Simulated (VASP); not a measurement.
# CsAg4N3 (P4/mmm) in VASP: single point with PBE

Aim: the single point of CsAg4N3 with PBE.

Everything below comes from runs of VASP 6.6.1. Logs are shortened: lines on timing, memory, paths and dates and some standing lists are left out, and cuts for length are marked.

## (1) The cell of the first run

It takes space group P4/mmm (No. 123, tetragonal). Conventional cell: a = 4.077 Å, b = 4.077 Å, c = 9.774 Å, α = 90.00°, β = 90.00°, γ = 90.00°. Within 4.6 Å of Cs (site symmetry 4/mmm) lie 8 N at 3.47 Å and 8 Ag at 3.87 Å and 4 Cs at 4.08 Å. Ag (site symmetry 2mm) has 4 N at 2.45 to 2.59 Å and 5 Ag at 2.88 to 3.19 Å within 3.2 Å. N (site symmetry 4mm) has 4 Ag at 2.45 Å within 3.2 Å. Within 3.4 Å of N (site symmetry 4/mmm) lie 8 Ag at 2.59 Å.

## (2) Single point, PBE

The input, INCAR:

```
PREC = Accurate ; ENCUT = 520
EDIFF = 1E-6 ; ISMEAR = 0
SIGMA = 0.1283 ; LREAL = False
LASPH = True ; NELM = 80
ALGO = Normal ; ISIF = 2
LWAVE = False ; LCHARG = True
GGA = PE ; LELF = True
LVHAR = True ; NBANDS = 44
```

The input, KPOINTS:

```
regular mesh
0
Gamma
  8 8 4
```

The input, POSCAR:

```
CsAg4N3
1.0
    4.0765160000      0.0000000000      0.0000000000
    0.0000000000      4.0765160000      0.0000000000
    0.0000000000      0.0000000000      9.7740330000
Cs Ag N
1 4 3
Direct
    0.0000000000      0.0000000000      0.5000000000
    0.0000000000      0.5000000000      0.1632300000
    0.5000000000      0.0000000000      0.1632300000
    0.0000000000      0.5000000000      0.8367700000
    0.5000000000      0.0000000000      0.8367700000
    0.5000000000      0.5000000000      0.3015000000
    0.5000000000      0.5000000000      0.6985000000
    0.0000000000      0.0000000000      0.0000000000
```

Potentials or basis: VASP PAW PBE potentials, release 64 (Cs_sv, Ag, N).

The run is started by

```
$ cat potpaw_PBE.64/Cs_sv/POTCAR potpaw_PBE.64/Ag/POTCAR potpaw_PBE.64/N/POTCAR > POTCAR
$ mpirun -np 1 vasp_std > vasp.out
```

OUTCAR:

```text
PREC = Accurate
   ENCUT = 520
   EDIFF = 1E-6
   ISMEAR = 0
   LREAL = False
   LASPH = True
   NELM = 80
   ISIF = 2
   GGA = PE

 ion  position               nearest neighbor table
   1  0.000  0.000  0.500-
   2  0.000  0.500  0.163-   6 2.45   6 2.45   8 2.59   8 2.59   3 2.88   3 2.88   3 2.88   3 2.88
                             4 3.19
   3  0.500  0.000  0.163-   6 2.45   6 2.45   8 2.59   8 2.59   2 2.88   2 2.88   2 2.88   2 2.88
                             5 3.19
   4  0.000  0.500  0.837-   7 2.45   7 2.45   8 2.59   8 2.59   5 2.88   5 2.88   5 2.88   5 2.88
                             2 3.19
   5  0.500  0.000  0.837-   7 2.45   7 2.45   8 2.59   8 2.59   4 2.88   4 2.88   4 2.88   4 2.88
                             3 3.19
   6  0.500  0.500  0.301-   2 2.45   3 2.45   3 2.45   2 2.45
   7  0.500  0.500  0.699-   4 2.45   5 2.45   5 2.45   4 2.45
   8  0.000  0.000  0.000-   2 2.59   3 2.59   4 2.59   5 2.59   2 2.59   4 2.59   3 2.59   5 2.59

  LATTYP: Found a simple tetragonal cell.
 ALAT       =     4.0765160000
 C/A-ratio  =     2.3976437232

  Lattice vectors:

 A1 = (   4.0765160000,   0.0000000000,   0.0000000000)
 A2 = (   0.0000000000,   4.0765160000,   0.0000000000)
 A3 = (   0.0000000000,   0.0000000000,   9.7740330000)

Analysis of symmetry for initial positions (statically):
=====================================================================
 Subroutine PRICEL returns:
 Original cell was already a primitive cell.

 Routine SETGRP: Setting up the symmetry group for a
 simple tetragonal supercell.

 Subroutine GETGRP returns: Found 16 space group operations
 (whereof 16 operations were pure point group operations)
 out of a pool of 16 trial point group operations.

The static configuration has the point symmetry D_4h.

Analysis of symmetry for dynamics (positions and initial velocities):
=====================================================================
 Subroutine PRICEL returns:
 Original cell was already a primitive cell.

 Routine SETGRP: Setting up the symmetry group for a
 simple tetragonal supercell.

 Subroutine GETGRP returns: Found 16 space group operations
 (whereof 16 operations were pure point group operations)
 out of a pool of 16 trial point group operations.

The dynamic configuration has the point symmetry D_4h.

 Subroutine INISYM returns: Found 16 space group operations
 (whereof 16 operations are pure point group operations),
 and found     1 'primitive' translations

----------------------------------------------------------------------------------------

                                     Primitive cell

  volume of cell :     162.4247

  direct lattice vectors                    reciprocal lattice vectors
     4.076516000  0.000000000  0.000000000     0.245307513  0.000000000  0.000000000
     0.000000000  4.076516000  0.000000000     0.000000000  0.245307513  0.000000000
     0.000000000  0.000000000  9.774033000     0.000000000  0.000000000  0.102311912

  length of vectors
     4.076516000  4.076516000  9.774033000     0.245307513  0.245307513  0.102311912

  position of ions in fractional coordinates (direct lattice)
     0.000000000  0.000000000  0.500000000
     0.000000000  0.500000000  0.163230000
     0.500000000  0.000000000  0.163230000
     0.000000000  0.500000000  0.836770000
     0.500000000  0.000000000  0.836770000
     0.500000000  0.500000000  0.301500000
     0.500000000  0.500000000  0.698500000
     0.000000000  0.000000000  0.000000000

  ion indices of the primitive-cell ions
   primitive index   ion index
                 1           1
                 2           2
                 3           3
                 4           4
                 5           5
                 6           6
                 7           7
                 8           8

----------------------------------------------------------------------------------------

 KPOINTS: regular mesh

Automatic generation of k-mesh.
 Grid dimensions read from file:
 generate k-points for:    8    8    4

 Generating k-lattice:

  Cartesian coordinates                     Fractional coordinates (reciprocal lattice)
     0.030663439  0.000000000  0.000000000     0.125000000  0.000000000  0.000000000
     0.000000000  0.030663439  0.000000000     0.000000000  0.125000000  0.000000000
     0.000000000  0.000000000  0.025577978     0.000000000  0.000000000  0.250000000

  Length of vectors
     0.030663439  0.030663439  0.025577978

  Shift w.r.t. Gamma in fractional coordinates (k-lattice)
     0.000000000  0.000000000  0.000000000

 Subroutine IBZKPT returns following result:
 ===========================================

 Found     45 irreducible k-points:

 Following reciprocal coordinates:
            Coordinates               Weight
  0.000000  0.000000  0.000000      1.000000
  0.125000  0.000000  0.000000      4.000000
  0.250000  0.000000  0.000000      4.000000
  0.375000  0.000000  0.000000      4.000000
  0.500000  0.000000  0.000000      2.000000
  0.125000  0.125000  0.000000      4.000000
[... 16 lines left out ...]
  0.375000  0.125000  0.250000     16.000000
  0.500000  0.125000  0.250000      8.000000
 [... further k-points ...]
   k-points           NKPTS =     45   k-points in BZ     NKDIM =     45   number of bands    NBANDS=     44
   number of dos      NEDOS =    301   number of ions     NIONS =      8
   total plane-waves  NPLWV =  72000
   dimension x,y,z NGX =    30 NGY =   30 NGZ =   80
   dimension x,y,z NGXF=    60 NGYF=   60 NGZF=  160
   ions per type =               1   4   3
   NGX,Y,Z   is equivalent  to a cutoff of  12.23, 12.23, 13.61 a.u.
   NGXF,Y,Z  is equivalent  to a cutoff of  24.47, 24.47, 27.21 a.u.
 SYSTEM =  unknown system
   PREC   = accura    normal or accurate (medium, high low for compatibility)
   ISTART =      0    job   : 0-new  1-cont  2-samecut
   ICHARG =      2    charge: 1-file 2-atom 10-const
   ISPIN  =      1    spin polarized calculation?
   LNONCOLLINEAR =      F non collinear calculations
   LSORBIT =      F    spin-orbit coupling
   LASPH  =      T    aspherical Exc in radial PAW
   ENCUT  =  520.0 eV  38.22 Ry    6.18 a.u.   7.58  7.58 18.17*2*pi/ulx,y,z
   NELM   =     80;   NELMIN=  2; NELMDL= -5     # of ELM steps
   EDIFF  = 0.1E-05   stopping-criterion for ELM
   LREAL  =      F    real-space projection
   EDIFFG = 0.1E-04   stopping-criterion for IOM
   NSW    =      0    number of steps for IOM
   IBRION =     -1    ionic relax: 0-MD 1-quasi-New 2-CG
   NFREE  =      0    steps in history (QN), initial steepest desc. (CG)
   ISIF   =      2    stress and relaxation
   ISYM   =      2    0-nonsym 1-usesym 2-fastsym
   POTIM  = 0.5000    time-step for ionic-motion
   TEBEG  =    0.0;   TEEND  =   0.0 temperature during run
   PSTRESS=    0.0 pullay stress
   NELECT =      68.0000    total number of electrons
   NUPDOWN=      -1.0000    fix difference up-down
   EMIN   =  10.00;   EMAX   =-10.00  energy-range for DOS
   EFERMI =   0.00;   METHOD = LEGACY
   ISMEAR =     0;   SIGMA  =   0.13  broadening in eV -4-tet -1-fermi 0-gaus
   EFERMI_NEDOS =   21; number of points for ismear=-14 and -15
   IALGO  =     38    algorithm
   IMIX   =      4    mixing-type and parameters
     AMIX     =   0.40;   BMIX     =  1.00
     AMIX_MAG =   1.60;   BMIX_MAG =  1.00
  volume/ion in A,a.u.               =      20.30       137.01
  Fermi-wavevector in a.u.,A,eV,Ry     =   1.224693  2.314333 20.406998  1.499872
  Thomas-Fermi vector in A             =   2.359758
   LORBIT       =      0    0 simple, 1 ext, 2 COOP (PROOUT), +10 PAW based schemes
   GGA     = PE    functional components
   LHFCALC =     F    Hartree Fock is set to
   AEXX    =    0.0000 exact exchange contribution
   IVDW    =     0    specifies the selected vdW correction
   LEPSILON=     F    determine dielectric tensor
   LRPA    =     F    only Hartree local field effects (RPA)
 non-spin polarized calculation
 Gauss-broadening in eV      SIGMA  =   0.13
  energy-cutoff  :      520.00
  volume of cell :      162.42
 maximum number of plane-waves:      4412
   NGX = 15   NGY = 15   NGZ = 37

 number of electron      67.9999994 magnetization

 Free energy of the ion-electron system (eV)
  ---------------------------------------------------
  ext. energy  EPLUGINS =         0.00000000
  ---------------------------------------------------
  free energy    TOTEN  =       -26.80303295 eV

  energy without entropy =      -26.70757825  energy(sigma->0) =      -26.75530560

 E-fermi :   3.3542     XC(G=0):  -9.9473

 val. band max:        3.3482206170   @ k =   0.3750   0.1250   0.5000
 cond. band min:       3.3615864871   @ k =   0.1250   0.0000   0.2500
 fundamental gap:      0.0133658701
 Fermi energy:         3.3541650437

 k-point     1 :       0.0000    0.0000    0.0000
  band No.  band energies     occupation
      1     -17.7106      2.00000
      2      -9.5518      2.00000
      3      -9.1656      2.00000
      4      -9.0742      2.00000
      5      -4.5328      2.00000
      6      -4.1388      2.00000
[... 36 lines left out ...]
     43      10.7320      0.00000
     44      10.7382      0.00000

 k-point     2 :       0.1250    0.0000    0.0000
  band No.  band energies     occupation
      1     -17.6988      2.00000
      2      -9.5300      2.00000
      3      -9.1432      2.00000
      4      -9.0742      2.00000
      5      -4.5390      2.00000
      6      -4.2703      2.00000
[... 36 lines left out ...]
     43       9.6064      0.00000
     44      10.8028      0.00000

 k-point     3 :       0.2500    0.0000    0.0000
  band No.  band energies     occupation
      1     -17.6698      2.00000
      2      -9.4757      2.00000
      3      -9.0879      2.00000
      4      -9.0773      2.00000
      5      -4.5579      2.00000
      6      -4.5574      2.00000
[... 976 lines left out ...]
     43       9.6042      0.00000
     44      10.3729      0.00000

 k-point    24 :       0.5000    0.1250    0.2500
  band No.  band energies     occupation
      1     -17.6171      2.00000
      2      -9.3801      2.00000
      3      -9.0700      2.00000
      4      -8.9942      2.00000
      5      -4.9072      2.00000
      6      -4.5671      2.00000
[... 36 lines left out ...]
     43       9.4831      0.00000
     44      10.3563      0.00000

 [... further k-points ...]
[... 5 lines left out ...]
  --------------------------------------------------------------------------------------
  -------------------------------------------------------------------------------------
  Total       -6.6104194     -6.6104194     -8.7841117      0.0000000      0.0000000      0.0000000
  in kB      -65.2059901    -65.2059901    -86.6475587      0.0000000      0.0000000      0.0000000
  external PRESSURE =     -72.3531796 kB  Pullay stress =       0.0000000 kB

 VOLUME and BASIS-vectors are now :
 -----------------------------------------------------------------------------
  energy-cutoff  :      520.00
  volume of cell :      162.42
      direct lattice vectors                 reciprocal lattice vectors
     4.076516000  0.000000000  0.000000000     0.245307513  0.000000000  0.000000000
     0.000000000  4.076516000  0.000000000     0.000000000  0.245307513  0.000000000
     0.000000000  0.000000000  9.774033000     0.000000000  0.000000000  0.102311912

 POSITION                                       TOTAL-FORCE (eV/Angst)
 -----------------------------------------------------------------------------------
      0.00000      0.00000      4.88702        -0.000000     -0.000000      0.000000
      0.00000      2.03826      1.59542         0.000000      0.000000      0.266284
      2.03826      0.00000      1.59542         0.000000     -0.000000      0.266284
      0.00000      2.03826      8.17862        -0.000000      0.000000     -0.266284
      2.03826      0.00000      8.17862        -0.000000     -0.000000     -0.266284
      2.03826      2.03826      2.94687        -0.000000     -0.000000     -1.799667
      2.03826      2.03826      6.82716        -0.000000     -0.000000      1.799667
      0.00000      0.00000      0.00000        -0.000000     -0.000000      0.000000
 -----------------------------------------------------------------------------------
    total drift:                                0.000000      0.000000      0.000000

  FREE ENERGIE OF THE ION-ELECTRON SYSTEM (eV)
  ---------------------------------------------------
  free  energy   TOTEN  =       -26.8030329471 eV

  energy  without entropy=      -26.7075782489  energy(sigma->0) =      -26.75530560
```

It took 5.4 min on 1 thread of Intel Xeon Platinum 8259CL at 2.50GHz (Skylake/Cascade Lake), shared host; peak memory 0.43 GiB.

Results:

```
Free energy            : -26.8030 eV
Pressure               : -7.2 GPa
Largest force          : 1.800 eV/Å
Band gap on the k mesh : zero (bands 34 and 35 overlap by 1.21 eV)
```

Forces on the atoms (eV/Å):
```
Cs   0.000  0.000  0.000
Ag   0.000  0.000  0.266
Ag   0.000  0.000  0.266
Ag   0.000  0.000 -0.266
Ag   0.000  0.000 -0.266
N    0.000  0.000 -1.800
N    0.000  0.000  1.800
N    0.000  0.000  0.000
```

Levels at points of the mesh, in eV from the Fermi level:
```
           k point  band 31  band 32  band 33  band 34  band 35  band 36
(0.00, 0.00, 0.00)    -0.95    -0.11    -0.11     0.37     0.40     0.55
(0.50, 0.00, 0.00)    -0.64     0.05     0.06     0.11     0.12     0.30
(0.50, 0.50, 0.00)    -1.16    -1.02    -1.02    -0.98    -0.85    -0.85
(0.00, 0.00, 0.50)    -1.02    -0.03    -0.03    -0.03     0.53     0.53
(0.50, 0.00, 0.50)    -0.82     0.01     0.05     0.20     0.21     0.21
(0.50, 0.50, 0.50)    -1.29    -1.26    -1.01    -1.01    -0.81    -0.81
```

Caveat: the cell stands under tension; spin-orbit coupling is left out, which moves the levels of the heavy elements; forces of over 1 eV/Å act on the atoms, so gaps and moduli don't describe the material at rest.
